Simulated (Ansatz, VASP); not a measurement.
**One calculation of Ta3N, two programs**

The input INCAR:

```
SYSTEM = Ta3N
ALGO = Normal
EDIFF = 1E-6
ENCUT = 520
GGA = PS
ISIF = 2
ISMEAR = 0
LASPH = .True.
LCHARG = .False.
LREAL = .False.
LWAVE = .False.
NBANDS = 27
NELM = 100
PREC = Accurate
SIGMA = 0.15
```

The input KPOINTS:

```
k-points
0
Gamma
  18 18 8
  0 0 0
```

Contents of POSCAR:

```
Ta3N
1.0
    3.2405449511      0.0000000000      0.0000000000
   -1.6202724756      2.8063942498      0.0000000000
    0.0000000000      0.0000000000      8.0459191266
Ta N
3 1
Direct
    0.0000000000      0.0000000000      0.5000000000
    0.3333333333      0.6666666667      0.1725859884
    0.6666666667      0.3333333333      0.8274140116
    0.0000000000      0.0000000000      0.0000000000
```

Input for Ansatz:

```yaml
crystal:
  lattice:
    - [3.2405449511, 0.0, 0.0]
    - [-1.6202724756, 2.8063942498, 0.0]
    - [0.0, 0.0, 8.0459191266]
  atoms:
    - { symbol: Ta, position: [0.0, 0.0, 0.5] }
    - { symbol: Ta, position: [0.3333333333, 0.6666666667, 0.1725859884] }
    - { symbol: Ta, position: [0.6666666667, 0.3333333333, 0.8274140116] }
    - { symbol: "N", position: [0.0, 0.0, 0.0] }
basis:
  ecutwfc: 420
kpoints:
  mp_grid: { grid: [18, 18, 8] }
hamiltonian:
  xc: pbesol
scf:
  occupations: { method: gaussian, width: 0.15 }
output:
  forces: true
  stress: true
  eigenvalues: true
```

Change from the starting cell: strain +0.080 along x and y, +0.080 along z, atoms carried along.

Alike in both runs: task single point; functional PBEsol; k mesh 18 × 18 × 8; occupations gaussian, width 0.15 eV; no spin polarisation.

|  | VASP | Ansatz |
| --- | --- | --- |
| version | VASP 6.6.1 | Ansatz 0.2.0 |
| potentials or method | VASP PAW PBE potentials, release 64 (Ta_pv, N), cutoff 520 eV | scalar-relativistic, plane waves, PAW |
| valence electrons in the cell | 38 | 44 |

|  | VASP | Ansatz | Ansatz less VASP |
| --- | --- | --- | --- |
| gap on the k mesh at the Fermi level (eV) | none | none | - |
| pressure (GPa) | -37.6 | -37.7 | -0.07 |
| traceless stress, the component that is largest in VASP (GPa) | -0.11 | -0.11 | -0.003 |
| rms of the force components (eV/Å) | 0.444 | 0.455 | +0.0102 |

VASP's potentials were made for PBE, not for PBEsol. Atom by atom the forces differ by 0.010 eV/Å (rms over components). A gap of «none» marks a metal or a gap that the smearing closes. Both programs put the cell under strong tension, so it lies far from rest at this level. VASP's potentials hold 38 valence electrons a cell and Ansatz's 44, so a difference there can come from the potentials and not from the codes.

Neither program's run includes spin-orbit coupling. Noted on VASP's run: the cell as given lies far from equilibrium.
